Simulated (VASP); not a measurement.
Wanted: the native input for a VASP 6.6.1 run.

```
Task                   : single point
Functional             : PBE
Potentials or basis    : VASP PAW PBE potentials, release 64 (Mg, O)
Cutoff                 : 520 eV
k mesh                 : 13 × 13 × 13
Occupations            : fermi-dirac, width 0.08 eV
Spin                   : no spin polarisation
Dipole correction      : no
Further INCAR settings : ALGO = Normal; EDIFF = 1e-06; NBANDS = 11
```

The structure of MgO (zincblende type) lies in POSCAR:

```
MgO
1.0
    0.0000000000      2.3211654829      2.3211654829
    2.3211654829      0.0000000000      2.3211654829
    2.3211654829      2.3211654829      0.0000000000
Mg O
1 1
Direct
    0.0000000000      0.0000000000      0.0000000000
    0.2500000000      0.2500000000      0.2500000000
```

This cell differs from its parent crystal: volume scaled by 1.02.

One way to write it, as run:

INCAR

```
SYSTEM = MgO
PREC = Accurate ; ENCUT = 520
EDIFF = 1E-6 ; ISMEAR = -1
SIGMA = 0.08 ; LREAL = .False.
LASPH = .True. ; NELM = 100
ALGO = Normal ; ISIF = 2
LWAVE = .False. ; LCHARG = .True.
GGA = PE ; LELF = .True.
LVHAR = .True. ; NBANDS = 11
```

KPOINTS

```
regular mesh
0
Gamma
  13 13 13
  0 0 0
```

Potentials or basis: VASP PAW PBE potentials, release 64 (Mg, O).

Run with:

```bash
$ cat potpaw_PBE.64/Mg/POTCAR potpaw_PBE.64/O/POTCAR > POTCAR
$ mpirun -np 1 vasp_std > vasp.out
```

Results of the run:

```json
{"Pressure": "-2.5 GPa", "Band gap on the k mesh": "3.36 eV, direct"}
```

Run time: 6.1 s on 1 thread of Intel(R) Xeon(R) 6975P-C (Granite Rapids), with other jobs on the host, peak memory 0.15 GiB.
